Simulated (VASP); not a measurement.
# H6C16O in VASP: single point with PBE+D3(BJ)

Aim: the single point of H6C16O with PBE+D3(BJ).

All numbers are computed with VASP 6.6.1; they aren't measurements. Logs are shortened: lines on timing, memory, paths and dates and some standing lists are left out, and cuts for length are marked.

## 1. The cell of the first run

The cell holds a slab with vacuum, 23 atoms: a = 5.049 Å, b = 5.049 Å, c = 14.676 Å, α = 90.00°, β = 90.00°, γ = 60.00°.

## 2. Single point, PBE+D3(BJ)

The input, INCAR:

```
SYSTEM = H6C16O
  ALGO = Normal
  EDIFF = 1E-7
  ENCUT = 520
  GGA = PE
  ISIF = 2
  ISMEAR = 0
  IVDW = 12
  LASPH = .TRUE.
  LCHARG = .FALSE.
  LREAL = Auto
  LWAVE = .FALSE.
  NBANDS = 55
  NELM = 100
  PREC = Accurate
  SIGMA = 0.02
```

The input, KPOINTS:

```
k-points
0
G
  3 3 1
  0 0 0
```

The input, POSCAR:

```
H6C16O
1.0
    5.0487420000      0.0000000000      0.0000000000
    2.5243710000      4.3723390000      0.0000000000
    0.0000000000      0.0000000000     14.6764260000
H C O
6 16 1
Direct
    0.1666666800      0.1666666700      0.0681364800
    0.6666667300      0.1666666700      0.0681364800
    0.1666666900      0.6666667000      0.0681364800
    0.6666667300      0.6666667000      0.0681364800
    0.9973830034     -0.0042881773      0.3938258736
    0.9973287391      0.5067432929      0.3938209031
    0.1666666800      0.1666666700      0.1430866100
    0.6666667300      0.1666666700      0.1430866100
    0.1666666900      0.6666667000      0.1430866100
    0.6666667300      0.6666667000      0.1430866100
   -0.1666666700      0.3333333500      0.1781963200
    0.3333333700      0.3333333500      0.1781963200
   -0.1666666600      0.8333333700      0.1781963200
    0.3333333800      0.8333333700      0.1781963200
   -0.1660000212      0.3329997243      0.2865715164
    0.3330703693      0.3343788508      0.2860623007
   -0.1644533781      0.8321892986      0.2839373205
    0.3330265060      0.8326338711      0.2860872169
   -0.0011003911     -0.0030917151      0.3189998489
    0.5024988162     -0.0013291578      0.3244763857
   -0.0010405517      0.5041287733      0.3189938742
    0.5006272957      0.4996818814      0.3032773463
    0.4940637322      1.0027915650      0.4146404119
```

Potentials or basis: VASP PAW PBE potentials, release 64 (H, C, O).

Run with:

```console
cat potpaw_PBE.64/H/POTCAR potpaw_PBE.64/C/POTCAR potpaw_PBE.64/O/POTCAR > POTCAR
mpirun -np 1 vasp_std > vasp.out
```

OUTCAR:

```text
SYSTEM = H6C16O
   EDIFF = 1E-7
   ENCUT = 520
   GGA = PE
   ISIF = 2
   ISMEAR = 0
   IVDW = 12
   LASPH = .TRUE.
   LREAL = Auto
   NELM = 100
   PREC = Accurate
 IVDW          = 12

 ion  position               nearest neighbor table
   1  0.167  0.167  0.068-   7 1.10
   2  0.667  0.167  0.068-   8 1.10
   3  0.167  0.667  0.068-   9 1.10
   4  0.667  0.667  0.068-  10 1.10
   5  0.997  0.996  0.394-  19 1.10
   6  0.997  0.507  0.394-  21 1.10
   7  0.167  0.167  0.143-   1 1.10  14 1.55  11 1.55  12 1.55
   8  0.667  0.167  0.143-   2 1.10  11 1.55  13 1.55  12 1.55
   9  0.167  0.667  0.143-   3 1.10  13 1.55  12 1.55  14 1.55
  10  0.667  0.667  0.143-   4 1.10  13 1.55  14 1.55  11 1.55
  11  0.833  0.333  0.178-   8 1.55   7 1.55  10 1.55  15 1.59
  12  0.333  0.333  0.178-   9 1.55   8 1.55   7 1.55  16 1.58
  13  0.833  0.833  0.178-  10 1.55   8 1.55   9 1.55  17 1.55
  14  0.333  0.833  0.178-   7 1.55  10 1.55   9 1.55  18 1.58
  15  0.834  0.333  0.287-  22 1.48  21 1.54  19 1.54  11 1.59
  16  0.333  0.334  0.286-  22 1.48  21 1.54  20 1.57  12 1.58
  17  0.836  0.832  0.284-  21 1.52  19 1.52  13 1.55  20 1.57
  18  0.333  0.833  0.286-  22 1.48  19 1.54  20 1.57  14 1.58
  19  0.999  0.997  0.319-   5 1.10  17 1.52  18 1.54  15 1.54
  20  0.502  0.999  0.324-  23 1.32  18 1.57  16 1.57  17 1.57
  21  0.999  0.504  0.319-   6 1.10  17 1.52  16 1.54  15 1.54
  22  0.501  0.500  0.303-  16 1.48  18 1.48  15 1.48
  23  0.494  0.003  0.415-  20 1.32

  LATTYP: Found a hexagonal cell.
 ALAT       =     5.0487421480
 C/A-ratio  =     2.9069470315

  Lattice vectors:

 A1 = (  -2.5243710000,  -4.3723390000,   0.0000000000)
 A2 = (   5.0487420000,   0.0000000000,   0.0000000000)
 A3 = (   0.0000000000,   0.0000000000,  14.6764260000)

Analysis of symmetry for initial positions (statically):
=====================================================================
 Subroutine PRICEL returns:
 Original cell was already a primitive cell.

 Routine SETGRP: Setting up the symmetry group for a
 hexagonal supercell.

 Subroutine GETGRP returns: Found  1 space group operations
 (whereof  1 operations were pure point group operations)
 out of a pool of 24 trial point group operations.

The static configuration has the point symmetry C_1 .

Analysis of symmetry for dynamics (positions and initial velocities):
=====================================================================
 Subroutine PRICEL returns:
 Original cell was already a primitive cell.

 Routine SETGRP: Setting up the symmetry group for a
 hexagonal supercell.

 Subroutine GETGRP returns: Found  1 space group operations
 (whereof  1 operations were pure point group operations)
 out of a pool of 24 trial point group operations.

The dynamic configuration has the point symmetry C_1 .

 Subroutine INISYM returns: Found  1 space group operations
 (whereof  1 operations are pure point group operations),
 and found     1 'primitive' translations

----------------------------------------------------------------------------------------

                                     Primitive cell

  volume of cell :     323.9793

  direct lattice vectors                    reciprocal lattice vectors
     5.048742000  0.000000000  0.000000000     0.198069143 -0.114355268  0.000000000
     2.524371000  4.372339000  0.000000000     0.000000000  0.228710537  0.000000000
     0.000000000  0.000000000 14.676426000     0.000000000  0.000000000  0.068136480

  length of vectors
     5.048742000  5.048742148 14.676426000     0.228710544  0.228710537  0.068136480

  position of ions in fractional coordinates (direct lattice)
     0.166666680  0.166666670  0.068136480
     0.666666730  0.166666670  0.068136480
     0.166666690  0.666666700  0.068136480
     0.666666730  0.666666700  0.068136480
     0.997383003  0.995711823  0.393825874
     0.997328739  0.506743293  0.393820903
[... 15 lines left out ...]
     0.500627296  0.499681881  0.303277346
     0.494063732  0.002791565  0.414640412

  ion indices of the primitive-cell ions
   primitive index   ion index
                 1           1
                 2           2
                 3           3
                 4           4
                 5           5
                 6           6
[... 15 lines left out ...]
                22          22
                23          23

----------------------------------------------------------------------------------------

 KPOINTS: k-points

Automatic generation of k-mesh.
 Grid dimensions read from file:
 generate k-points for:    3    3    1

 Generating k-lattice:

  Cartesian coordinates                     Fractional coordinates (reciprocal lattice)
     0.066023048 -0.038118423  0.000000000     0.333333333 -0.000000000  0.000000000
     0.000000000  0.076236846  0.000000000     0.000000000  0.333333333  0.000000000
     0.000000000  0.000000000  0.068136480     0.000000000  0.000000000  1.000000000

  Length of vectors
     0.076236848  0.076236846  0.068136480

  Shift w.r.t. Gamma in fractional coordinates (k-lattice)
     0.000000000  0.000000000  0.000000000

 Subroutine IBZKPT returns following result:
 ===========================================

 Found      5 irreducible k-points:

 Following reciprocal coordinates:
            Coordinates               Weight
  0.000000  0.000000  0.000000      1.000000
  0.333333  0.000000  0.000000      2.000000
  0.333333  0.333333  0.000000      2.000000
  0.000000  0.333333  0.000000      2.000000
 -0.333333  0.333333  0.000000      2.000000
   k-points           NKPTS =      5   k-points in BZ     NKDIM =      5   number of bands    NBANDS=     55
   number of dos      NEDOS =    301   number of ions     NIONS =     23
   total plane-waves  NPLWV = 179200
   dimension x,y,z NGX =    40 NGY =   40 NGZ =  112
   dimension x,y,z NGXF=    80 NGYF=   80 NGZF=  224
   ions per type =               6  16   1
   NGX,Y,Z   is equivalent  to a cutoff of  13.17, 13.17, 12.69 a.u.
   NGXF,Y,Z  is equivalent  to a cutoff of  26.34, 26.34, 25.37 a.u.
 SYSTEM =  H6C16O
   PREC   = accura    normal or accurate (medium, high low for compatibility)
   ISTART =      0    job   : 0-new  1-cont  2-samecut
   ICHARG =      2    charge: 1-file 2-atom 10-const
   ISPIN  =      1    spin polarized calculation?
   LNONCOLLINEAR =      F non collinear calculations
   LSORBIT =      F    spin-orbit coupling
   LASPH  =      T    aspherical Exc in radial PAW
   ENCUT  =  520.0 eV  38.22 Ry    6.18 a.u.   9.39  9.39 27.29*2*pi/ulx,y,z
   NELM   =    100;   NELMIN=  2; NELMDL= -5     # of ELM steps
   EDIFF  = 0.1E-06   stopping-criterion for ELM
   LREAL  =      T    real-space projection
   EDIFFG = 0.1E-05   stopping-criterion for IOM
   NSW    =      0    number of steps for IOM
   IBRION =     -1    ionic relax: 0-MD 1-quasi-New 2-CG
   NFREE  =      0    steps in history (QN), initial steepest desc. (CG)
   ISIF   =      2    stress and relaxation
   ISYM   =      2    0-nonsym 1-usesym 2-fastsym
   POTIM  = 0.5000    time-step for ionic-motion
   TEBEG  =    0.0;   TEEND  =   0.0 temperature during run
   PSTRESS=    0.0 pullay stress
   NELECT =      76.0000    total number of electrons
   NUPDOWN=      -1.0000    fix difference up-down
   EMIN   =  10.00;   EMAX   =-10.00  energy-range for DOS
   EFERMI =   0.00;   METHOD = LEGACY
   ISMEAR =     0;   SIGMA  =   0.02  broadening in eV -4-tet -1-fermi 0-gaus
   EFERMI_NEDOS =   21; number of points for ismear=-14 and -15
   IALGO  =     38    algorithm
   IMIX   =      4    mixing-type and parameters
     AMIX     =   0.40;   BMIX     =  1.00
     AMIX_MAG =   1.60;   BMIX_MAG =  1.00
  volume/ion in A,a.u.               =      14.09        95.06
  Fermi-wavevector in a.u.,A,eV,Ry     =   1.009656  1.907974 13.869861  1.019406
  Thomas-Fermi vector in A             =   2.142598
   LORBIT       =      0    0 simple, 1 ext, 2 COOP (PROOUT), +10 PAW based schemes
   GGA     = PE    functional components
   LHFCALC =     F    Hartree Fock is set to
   AEXX    =    0.0000 exact exchange contribution
   IVDW    =    12    specifies the selected vdW correction
   LEPSILON=     F    determine dielectric tensor
   LRPA    =     F    only Hartree local field effects (RPA)
 non-spin polarized calculation
 Gauss-broadening in eV      SIGMA  =   0.02
  energy-cutoff  :      520.00
  volume of cell :      323.98
 maximum number of plane-waves:      8731
 NGX is ok and might be reduce to    40
   NGX = 19   NGY = 19   NGZ = 55

 number of electron      76.0000001 magnetization

 Free energy of the ion-electron system (eV)
  ---------------------------------------------------
  ext. energy  EPLUGINS =         0.00000000
  ---------------------------------------------------
  free energy    TOTEN  =      -170.98813878 eV

  energy without entropy =     -170.98813878  energy(sigma->0) =     -170.98813878

 E-fermi :   0.0141     XC(G=0):  -5.6593

 val. band max:       -0.0915697840   @ k =   0.0000   0.0000   0.0000
 cond. band min:       0.1044541574   @ k =   0.0000   0.3333   0.0000
 fundamental gap:      0.1960239414
 Fermi energy:         0.0140875266

 k-point     1 :       0.0000    0.0000    0.0000
  band No.  band energies     occupation
      1     -20.9881      2.00000
      2     -19.5270      2.00000
      3     -17.5352      2.00000
      4     -15.6016      2.00000
      5     -15.5921      2.00000
      6     -15.5008      2.00000
[... 42 lines left out ...]
     49       6.5024      0.00000
     50       6.5080      0.00000

 k-point     2 :       0.3333    0.0000    0.0000
  band No.  band energies     occupation
      1     -20.4267      2.00000
      2     -19.3812      2.00000
      3     -18.1058      2.00000
      4     -17.1534      2.00000
      5     -16.2700      2.00000
      6     -16.1112      2.00000
[... 42 lines left out ...]
     49       7.2477      0.00000
     50       7.3184      0.00000

 k-point     3 :       0.3333    0.3333    0.0000
  band No.  band energies     occupation
      1     -20.4126      2.00000
      2     -19.4416      2.00000
      3     -18.0844      2.00000
      4     -17.0389      2.00000
      5     -16.2922      2.00000
      6     -16.1396      2.00000
[... 42 lines left out ...]
     49       7.1416      0.00000
     50       7.3982      0.00000

 k-point     4 :       0.0000    0.3333    0.0000
  band No.  band energies     occupation
      1     -20.4126      2.00000
      2     -19.4417      2.00000
      3     -18.0842      2.00000
      4     -17.0387      2.00000
      5     -16.2920      2.00000
      6     -16.1401      2.00000
[... 42 lines left out ...]
     49       7.1425      0.00000
     50       7.3976      0.00000

 k-point     5 :      -0.3333    0.3333    0.0000
  band No.  band energies     occupation
      1     -19.9249      2.00000
      2     -19.0804      2.00000
      3     -18.7165      2.00000
      4     -18.1688      2.00000
      5     -16.2130      2.00000
      6     -16.1619      2.00000
[... 42 lines left out ...]
     49       7.2205      0.00000
     50       7.2921      0.00000
 [bands above 50 left out]

------------------------ aborting loop because EDIFF is reached ----------------------------------------

 Edisp (eV)   -2.43730

 E8    (eV) :    -0.7103

  FORCE on cell =-STRESS in cart. coord.  units (eV):
  Direction    XX          YY          ZZ          XY          YZ          ZX
  --------------------------------------------------------------------------------------
  -------------------------------------------------------------------------------------
  Total      -1.30859    -1.15934    -1.57810     0.13136     0.04102    -0.03122
  in kB      -6.47139    -5.73328    -7.80420     0.64960     0.20287    -0.15440
  external pressure =       -6.67 kB  Pullay stress =        0.00 kB

 VOLUME and BASIS-vectors are now :
 -----------------------------------------------------------------------------
  energy-cutoff  :      520.00
  volume of cell :      323.98
      direct lattice vectors                 reciprocal lattice vectors
     5.048742000  0.000000000  0.000000000     0.198069143 -0.114355268  0.000000000
     2.524371000  4.372339000  0.000000000     0.000000000  0.228710537  0.000000000
     0.000000000  0.000000000 14.676426000     0.000000000  0.000000000  0.068136480

 POSITION                                       TOTAL-FORCE (eV/Angst)
 -----------------------------------------------------------------------------------
      1.26219      0.72872      1.00000        -0.012610      0.007373     -0.141598
      3.78656      0.72872      1.00000         0.013008      0.030256     -0.122136
      2.52437      2.91489      1.00000         0.014696     -0.008577     -0.153479
      5.04874      2.91489      1.00000        -0.019909     -0.026513     -0.122187
      7.54908      4.35359      5.77996        -0.003256      0.004870      0.024634
      6.31446      2.21565      5.77988        -0.001057      0.002601      0.024178
[... 15 lines left out ...]
      3.78892      2.18478      4.45103        -0.024415      0.020755      0.034455
      2.50145      0.01221      6.08544        -0.002997      0.005597      0.252299
 -----------------------------------------------------------------------------------
    total drift:                               -0.005104      0.003006     -0.010131

  FREE ENERGIE OF THE ION-ELECTRON SYSTEM (eV)
  ---------------------------------------------------
  free  energy   TOTEN  =      -173.4254374285 eV

  energy  without entropy=     -173.4254374285  energy(sigma->0) =     -173.42543743
```

Wall time 6.4 min (1 thread of AMD EPYC 7R43 (Zen 3), shared host); peak memory 0.37 GiB.

What came out:

```yaml
Free_energy: -173.4254 eV
Largest_force: 1.488 eV/Å
Band_gap_on_the_k_mesh: 0.20 eV, indirect (least direct gap 0.24 eV)
Dispersion_energy_per_atom: -0.106 eV
```

Forces in eV/Å, atoms in the order of the input:
```
H   -0.013  0.007 -0.142
H    0.013  0.030 -0.122
H    0.015 -0.009 -0.153
H   -0.020 -0.027 -0.122
H   -0.003  0.005  0.025
H   -0.001  0.003  0.024
C    0.007 -0.004  1.488
C    0.014 -0.072  1.180
C   -0.078  0.046  1.050
C    0.069  0.025  1.181
C    0.016 -0.010 -1.379
C    0.047 -0.100 -1.309
C   -0.159  0.090 -0.481
C    0.107  0.008 -1.306
C    0.033 -0.021  0.020
C   -0.016 -0.007  0.001
C   -0.014  0.013 -0.009
C   -0.007  0.003 -0.013
C    0.006  0.012  0.010
C    0.023 -0.009 -0.238
C   -0.012 -0.011  0.010
C   -0.024  0.021  0.034
O   -0.003  0.006  0.252
```

Levels at points of the mesh, in eV from the valence-band top:
```
           k point  band 36  band 37  band 38  band 39  band 40  band 41
(0.00, 0.00, 0.00)    -1.39    -0.42     0.00     0.24     2.73     4.74
```

Caveat: the k points lie up to 0.48 Å⁻¹ apart.
